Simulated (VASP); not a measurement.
Write the native input for VASP 6.6.1 that does the following.

| Property | Result |
| --- | --- |
| Task | single point |
| Functional | PBE |
| Potentials or basis | VASP PAW PBE potentials, release 64 (C) |
| Cutoff | 520 eV |
| k mesh | 6 × 6 × 6 |
| Occupations | gaussian, width 0.1 eV |
| Spin | no spin polarisation |
| Dipole correction | no |
| Further INCAR settings | ALGO = Normal; EDIFF = 1e-06; NBANDS = 16 |

The structure of C lies in POSCAR:

```
C
1.0
    1.3954940286     -4.4267937464      0.0000000000
    1.3954940286      4.4267937464      0.0000000000
    0.0000000000      0.0000000000      3.6932107827
C
4
Direct
    0.0980000000      0.9020000000      0.9100000000
    0.5980000000      0.4020000000      0.5900000000
    0.9020000000      0.0980000000      0.0900000000
    0.4020000000      0.5980000000      0.4100000000
```

One way to write it, as run:

INCAR

```
SYSTEM = C
PREC = Accurate
ENCUT = 520
EDIFF = 1E-6
ISMEAR = 0
SIGMA = 0.1
LREAL = .FALSE.
LASPH = .TRUE.
NELM = 100
ALGO = Normal
ISIF = 2
LWAVE = .FALSE.
LCHARG = .FALSE.
GGA = PE
NBANDS = 16
```

KPOINTS

```
Automatic mesh
0
G
  6 6 6
  0 0 0
```

Potentials or basis: VASP PAW PBE potentials, release 64 (C).

Command:

```bash
$ cat potpaw_PBE.64/C/POTCAR > POTCAR
$ mpirun -np 1 vasp_std > vasp.out
```

It gave:

```json
{
  "Pressure": "-45.1 GPa",
  "Largest force": "5.818 eV/Å",
  "Band gap on the k mesh": "zero (band 8 reaches 2.17 eV, above the bottom of band 9 at 1.33 eV)"
}
```

Caveat: the k points lie up to 0.39 Å⁻¹ apart; forces of over 1 eV/Å act on the atoms, so gaps and moduli don't describe the material at rest.

Run time: 15 s on 1 thread of Intel(R) Xeon(R) 6975P-C (Granite Rapids), with other jobs on the host, peak memory 0.17 GiB.
